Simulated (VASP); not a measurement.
LiH: single point with r2SCAN

System: LiH, a slab with vacuum.

```xyz
2
Lattice="3.0876 0.0000 0.0000 -1.5438 2.6739 0.0000 0.0000 0.0000 24.6000" Properties=species:S:1:pos:R:3 pbc="T T T"
Li    0.0000    1.7826    8.2000
H     1.5438    0.8913    8.2000
```

```
Program             : VASP 6.6.1
Task                : single point
Functional          : r2SCAN
Potentials or basis : VASP PAW PBE potentials, release 64 (Li_sv, H)
Cutoff              : 720 eV
k mesh              : 12 × 12 × 1
Occupations         : gaussian, width 0.01 eV
Spin                : no spin polarisation
```

| Item | Value |
| --- | --- |
| Band gap on the k mesh | 4.03 eV (least direct gap 5.87 eV) |

Levels at points of the mesh, in eV from the valence-band top:
| k point | band 1 | band 2 | band 3 | band 4 | band 5 |
| --- | --- | --- | --- | --- | --- |
| (0.00, 0.00, 0.00) | -44.79 | -1.84 | 4.03 | 5.59 | 5.94 |
| (0.50, 0.00, 0.00) | -44.78 | -0.35 | 6.83 | 9.13 | 9.85 |

Wall time 9.8 min on 1 thread of Intel Xeon 8259CL, on a shared host, peak memory 0.44 GiB.
